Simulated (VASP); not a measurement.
Crystal: C.

```
CELL_PARAMETERS angstrom
2.52210 0.00000 0.00000
-1.26105 2.18420 0.00000
0.00000 0.00000 8.23710
ATOMIC_POSITIONS crystal
C 0.00000 0.00000 0.09375
C 0.00000 0.00000 0.59375
C 0.00000 0.00000 0.40625
C 0.00000 0.00000 0.90625
C 0.33333 0.66667 0.15625
C 0.66667 0.33333 0.65625
C 0.33333 0.66667 0.34375
C 0.66667 0.33333 0.84375
```

* Program: VASP 6.6.1
* Task: relaxation of cell and atoms
* Functional: PBE
* Potentials or basis: VASP PAW PBE potentials, release 64 (C)
* Cutoff: 600 eV
* k mesh: 12 × 12 × 4
* Occupations: gaussian, width 0.02 eV
* Spin: no spin polarisation

At the start: pressure 2.3 GPa; volume 5.67 Å³/atom.

Q: Where does the relaxation end?

A: Over 6 steps the energy falls by 2.6 meV/atom and the volume is 5.70 Å³/atom (+0.5 %); space group P6_3/mmc (No. 194, to 0.1 Å) before and after.

Step by step:
```tsv
step	energy change (eV)	largest force (eV/Å)	pressure (GPa)	volume (Å³)
1	0.0000	0.3284	2.25	45.38
2	0.0130	0.4683	-2.49	45.90
3	-0.0204	0.0443	0.01	45.60
4	-0.0204	0.0371	0.05	45.60
5	-0.0204	0.0402	-0.06	45.61
6	-0.0206	0.0041	-0.01	45.60
```

Final structure:
```
C
1.0
     2.51813    0.00000    0.00000
    -1.25906    2.18076    0.00000
     0.00000    0.00000    8.30413
C
8
Direct
  0.00000 0.00000 0.09298
  0.00000 0.00000 0.59298
  0.00000 0.00000 0.40702
  0.00000 0.00000 0.90702
  0.33333 0.66667 0.15555
  0.66667 0.33333 0.65555
  0.33333 0.66667 0.34445
  0.66667 0.33333 0.84445
```
